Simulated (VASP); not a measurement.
Write the native input for VASP 6.6.1 that does the following.

- Task: single point
- Functional: PBE
- Potentials or basis: VASP PAW PBE potentials, release 64 (Ti_sv, Al)
- Cutoff: 520 eV
- k mesh: 4 × 4 × 4
- Occupations: gaussian, width 0.1 eV
- Spin: no spin polarisation
- Dipole correction: no
- Further INCAR settings: ALGO = Normal; EDIFF = 1e-06; NBANDS = 22

The structure of TiAl5 lies in POSCAR:

```
TiAl5
1.0
   -2.7723875400      2.7723875400      3.1560011700
    2.7723875400     -2.7723875400      3.1560011700
    2.7723875400      2.7723875400     -3.1560011700
Ti Al
1 5
Direct
    0.5000000000      0.5000000000      0.0000000000
    0.5000000000      0.5000000000      0.5000000000
    0.0000000000      0.0000000000      0.5000000000
    0.5000000000      0.0000000000      0.0000000000
    0.0000000000      0.5000000000      0.0000000000
    0.0000000000      0.0000000000      0.0000000000
```

These files were run (other wordings do the same):

INCAR

```
PREC = Accurate
ENCUT = 520
EDIFF = 1E-6
ISMEAR = 0
SIGMA = 0.1
LREAL = False
LASPH = True
NELM = 100
ALGO = Normal
ISIF = 2
LWAVE = False
LCHARG = True
GGA = PE
LELF = True
LVHAR = True
NBANDS = 22
```

KPOINTS

```
regular mesh
0
Gamma
  4 4 4
```

Potentials or basis: VASP PAW PBE potentials, release 64 (Ti_sv, Al).

Command:

```console
$ cat potpaw_PBE.64/Ti_sv/POTCAR potpaw_PBE.64/Al/POTCAR > POTCAR
$ mpirun -np 1 vasp_std > vasp.out
```

It gave:

- Pressure: 20.2 GPa

Caveat: the k points lie up to 0.40 Å⁻¹ apart.

Wall time 37 s on 1 thread of Intel Xeon 6975P-C, on a shared host, peak memory 0.24 GiB.
